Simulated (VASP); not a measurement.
Here is a VASP 6.6.1 calculation.

File INCAR:

```
  ALGO = Normal
  EDIFF = 1E-6
  ENCUT = 520
  GGA = PS
  ISIF = 2
  ISMEAR = 0
  LASPH = T
  LCHARG = F
  LREAL = F
  LWAVE = F
  NBANDS = 20
  NELM = 80
  PREC = Accurate
  SIGMA = 0.02
```

The input KPOINTS:

```
k-points
0
Gamma
  12 12 12
```

The input POSCAR:

```
WS2
1.0
    1.5738035139      0.9086358824      6.3704662256
   -1.5738035139      0.9086358824      6.3704662256
    0.0000000000     -1.8172717648      6.3704662257
W S
1 2
Direct
    0.0006715131      0.0006715131      0.0006715131
    0.2520369936      0.2520369936      0.2520369936
    0.4159914932      0.4159914932      0.4159914932
```

Potentials or basis: VASP PAW PBE potentials, release 64 (W_sv, S).

Run with:

```bash
$ cat potpaw_PBE.64/W_sv/POTCAR potpaw_PBE.64/S/POTCAR > POTCAR
$ mpirun -np 1 vasp_std > vasp.out
```

Question: Estimate the largest force.

Answer: 0.020 eV/Å.

Question: Estimate the pressure.

Answer: 0.1 GPa.

Question: What does it give for the band gap on the k mesh?

Answer: 1.16 eV (least direct gap 1.93 eV).

Forces on the atoms (eV/Å):
```
W    0.000  0.000  0.000
S    0.000  0.000 -0.020
S    0.000  0.000  0.020
```

Caveat: the PAW data sets were made with another functional, which shifts forces and pressure a little; spin-orbit coupling is left out, which moves the levels of the heavy elements. A k mesh can miss the band edges.
